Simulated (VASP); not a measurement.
The system is Ta2C3.

```xyz
5
Lattice="1.5242 0.8800 7.0655 -1.5242 0.8800 7.0655 0.0000 -1.7600 7.0655" Properties=species:S:1:pos:R:3 pbc="T T T"
Ta    0.0000    0.0000    8.4786
Ta    0.0000    0.0000   12.7179
C     0.0000    0.0000    0.0000
C     0.0000    0.0000    4.4407
C     0.0000    0.0000   16.7559
```

* Program: VASP 6.6.1
* Task: relaxation of cell and atoms
* Functional: PBE
* Potentials or basis: VASP PAW PBE potentials, release 64 (Ta_pv, C)
* Cutoff: 600 eV
* k mesh: 6 × 6 × 6
* Occupations: gaussian, width 0.1 eV
* Spin: no spin polarisation

At the start: pressure 8.7 GPa; volume 11.37 Å³/atom.

Q: How do energy, volume and symmetry change on relaxing?

A: Over 39 steps the energy falls by 146.1 meV/atom and the volume is 14.07 Å³/atom (+23.7 %); space group R-3m (No. 166, to 0.1 Å) before and after.

Step by step:
```
step  energy change (eV)  largest force (eV/Å)  pressure (GPa)  volume (Å³)
   1              0.0000                0.8294            8.71        56.86
   2             -0.2559                1.6625          -12.19        61.97
   3             -0.2925                1.4468           -7.33        60.53
   4             -0.4779                0.5423            3.73        58.73
   5             -0.4848                0.5053            1.97        59.00
   6             -0.5319                0.2688            1.17        59.87
   7             -0.5412                0.3355            0.73        60.54
   8             -0.5561                0.3194           -0.82        61.26
   9             -0.5809                0.4086           -4.93        63.44
  10             -0.5841                0.4061           -4.89        63.49
  11             -0.5936                0.4003           -4.74        63.65
  12             -0.6120                0.3921           -4.43        63.96
  13             -0.6449                0.3866           -3.82        64.58
  14             -0.6856                0.4179           -2.44        65.79
  15             -0.6499                1.2931            1.42        68.12
  16             -0.6899                0.6650           -1.20        66.47
  17             -0.7034                0.4811            0.15        66.41
  18             -0.7109                0.2534            1.98        66.33
  19             -0.7110                0.2233            2.24        66.32
  20             -0.7178                0.0766            1.13        66.83
  21             -0.7202                0.0881           -0.13        67.43
  22             -0.7202                0.0737           -0.03        67.38
  23             -0.7206                0.0690           -0.03        67.43
  24             -0.7216                0.0546           -0.13        67.59
  25             -0.7217                0.0279           -0.32        67.90
  26             -0.7219                0.0403           -0.25        67.76
  27             -0.7224                0.0342            0.03        67.75
  28             -0.7227                0.0267            0.39        67.74
  29             -0.7225                0.0793            1.15        67.71
  30             -0.7228                0.0435            0.63        67.73
  31             -0.7231                0.0368            0.62        67.78
  32             -0.7241                0.0182            0.56        67.95
  33             -0.7256                0.0423            0.41        68.27
  34             -0.7269                0.1160            0.17        68.92
  35             -0.7282                0.0770            0.01        69.23
  36             -0.7290                0.0667           -0.30        69.83
  37             -0.7296                0.1019            0.22        70.01
  38             -0.7296                0.1054            0.27        70.02
  39             -0.7305                0.0377            0.04        70.35
```

Final structure:
```
Ta C
1.0
     1.60597    0.92720    7.87455
    -1.60597    0.92720    7.87455
     0.00000   -1.85441    7.87455
Ta C
2 3
Direct
  0.39012 0.39012 0.39012
  0.60988 0.60988 0.60988
  0.00000 0.00000 0.00000
  0.23404 0.23404 0.23404
  0.76596 0.76596 0.76596
```

Caveat: the k points lie up to 0.38 Å⁻¹ apart in the final cell, too coarse for converged energies and pressures of a metal; the volume moved by over 15 % at a fixed basis, so the end points are rough.
